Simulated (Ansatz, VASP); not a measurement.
# Cu: VASP beside Ansatz

File INCAR:

```
PREC = Accurate ; ENCUT = 520
EDIFF = 1E-6 ; ISMEAR = -1
SIGMA = 0.1 ; LREAL = F
LASPH = T ; NELM = 100
ALGO = Normal ; ISIF = 2
LWAVE = F ; LCHARG = F
GGA = B5 ; ALDAX = 1.0
AGGAX = 1.0 ; AGGAC = 1.0
ALDAC = 0.0 ; NBANDS = 18
```

Contents of KPOINTS:

```
regular mesh
0
Gamma
  11 11 11
```

POSCAR

```
Cu
1.0
    0.0000000000      2.8403915877      2.8403915877
    2.8403915877      0.0000000000      2.8403915877
    2.8403915877      2.8403915877      0.0000000000
Cu
2
Direct
    0.1250000000      0.1250000000      0.1250000000
    0.8750000000      0.8750000000      0.8750000000
```

Input for Ansatz:

```yaml
crystal:
  lattice:
    - [0.0, 2.8403915877, 2.8403915877]
    - [2.8403915877, 0.0, 2.8403915877]
    - [2.8403915877, 2.8403915877, 0.0]
  atoms:
    - { symbol: Cu, position: [0.125, 0.125, 0.125] }
    - { symbol: Cu, position: [0.875, 0.875, 0.875] }
hamiltonian:
  xc: blyp
  pseudopotentials:
    kind: paw
    azcp:
      Cu: "pseudopotentials/Cu.paw.azcp"
basis:
  ecutwfc: 420
  fft_grid_basis: typed
kpoints:
  mp_grid: { grid: [11, 11, 11], shift: [0, 0, 0] }
magnetization:
  spin_polarized: false
scf:
  occupations: { method: fermi_dirac, width: 0.1 }
  lower_state_search: "off"
output:
  stress: true
  write_density: true
  write_potential: true
  elf: true
  volumetric_format: npy
```

Alike in both runs: task single point; functional BLYP; k mesh 11 × 11 × 11; occupations fermi-dirac, width 0.1 eV; no spin polarisation.

|  | VASP | Ansatz |
| --- | --- | --- |
| version | VASP 6.6.1 | Ansatz 0.2.0 |
| potentials or method | VASP PAW PBE potentials, release 64 (Cu), cutoff 520 eV | plane waves (420 eV) with PAW, scalar-relativistic |
| valence electrons in the cell | 22 | 38 |

|  | VASP | Ansatz | Ansatz less VASP |
| --- | --- | --- | --- |
| pressure (GPa) | -3.5 | -3.7 | -0.19 |

VASP's potentials were made for PBE, not for BLYP. With one functional, cell and mesh, what is left measures potentials, basis and numerics. VASP's potentials hold 22 valence electrons a cell and Ansatz's 38, so a difference there can come from the potentials and not from the codes.
